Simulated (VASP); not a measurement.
**Co: single point with LDA**

Co, a slab with vacuum:

```
Co
1.0
     2.42955    0.00000    0.00000
     0.00000    3.91812    0.00000
     0.00000    0.00000   20.90940
Co
6
Direct
  0.75000 0.75000 0.38260
  0.25000 0.25000 0.41614
  0.25000 0.75000 0.48323
  0.75000 0.25000 0.51677
  0.75000 0.75000 0.58386
  0.25000 0.25000 0.61740
```

```
Program             : VASP 6.6.1
Task                : single point
Functional          : LDA
Potentials or basis : VASP PAW LDA potentials, release 64 (Co)
Cutoff              : 520 eV
k mesh              : 15 × 9 × 1
Occupations         : fermi-dirac, width 0.05 eV
Spin                : collinear spin, ferromagnetic start
Starting moments    : [1.7, 1.7, 1.7, 1.7, 1.7, 1.7] μB
```

```
Largest force                                         : 0.603 eV/Å
Net moment                                            : 9.77 μB per cell
Site moments                                          : Co +1.72, +1.56 μB
Valence electrons inside the program's atomic spheres : Co 8.18, 8.32, 8.44
```

Forces in eV/Å, atoms in the order of the input:
```
Co   0.000  0.000  0.603
Co   0.000  0.000 -0.228
Co   0.000  0.000 -0.232
Co   0.000  0.000  0.232
Co   0.000  0.000  0.228
Co   0.000  0.000 -0.603
```

Levels at points of the mesh, in eV from the Fermi level:
Spin up:
```csv
k point,band 30,band 31,band 32,band 33,band 34,band 35
"(0.00, 0.00, 0.00)",-0.59,-0.52,-0.31,-0.29,0.63,1.28
```
Spin down:
```csv
k point,band 19,band 20,band 21,band 22,band 23,band 24,band 25,band 26
"(0.00, 0.00, 0.00)",-0.75,-0.59,-0.45,-0.44,-0.44,-0.35,0.00,0.16
```

Wall time 23 min on 1 thread of Intel(R) Xeon(R) Platinum 8375C CPU @ 2.90GHz (Ice Lake) (shared host), peak memory 0.52 GiB.
